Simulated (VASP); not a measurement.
The system is Zn4O.

```
Zn O
1.0
     1.46913    0.84820    9.01106
    -1.46913    0.84820    9.01106
     0.00000   -1.69640    9.01106
Zn O
4 1
Direct
  0.38270 0.38270 0.38270
  0.79306 0.79306 0.79306
  0.20694 0.20694 0.20694
  0.61730 0.61730 0.61730
  0.00000 0.00000 0.00000
```

The cell was built from a structure type or drawn by symmetry, and may not be a known phase.

* Program: VASP 6.6.1
* Task: relaxation of cell and atoms
* Functional: PBE
* Potentials or basis: VASP PAW PBE potentials, release 64 (Zn, O)
* Cutoff: 600 eV
* k mesh: 12 × 12 × 12
* Occupations: gaussian, width 0.1 eV
* Spin: no spin polarisation

At the start: pressure 0.8 GPa; volume 13.47 Å³/atom.

Problem. Where does the relaxation end?

Solution. Over 9 steps the energy falls by 6.0 meV/atom and the volume is 13.63 Å³/atom (+1.1 %); space group R-3m (No. 166, to 0.1 Å) before and after.

The path:
```tsv
step	energy change (eV)	largest force (eV/Å)	pressure (GPa)	volume (Å³)
1	0.0000	0.1996	0.79	67.37
2	-0.0186	0.1504	-0.03	68.02
3	-0.0264	0.0703	-0.99	68.98
4	-0.0268	0.0867	-0.76	68.81
5	-0.0291	0.0656	0.00	68.12
6	-0.0292	0.0637	0.17	68.14
7	-0.0292	0.0558	0.03	68.22
8	-0.0298	0.0223	0.01	68.16
9	-0.0299	0.0092	-0.09	68.13
```

Final structure:
```
Zn O
1.0
     1.49312    0.86205    8.82177
    -1.49312    0.86205    8.82177
     0.00000   -1.72411    8.82177
Zn O
4 1
Cartesian
  0.0000 0.0000 10.1442
  0.0000 0.0000 21.0213
  0.0000 0.0000 5.4440
  0.0000 0.0000 16.3211
  0.0000 0.0000 0.0000
```
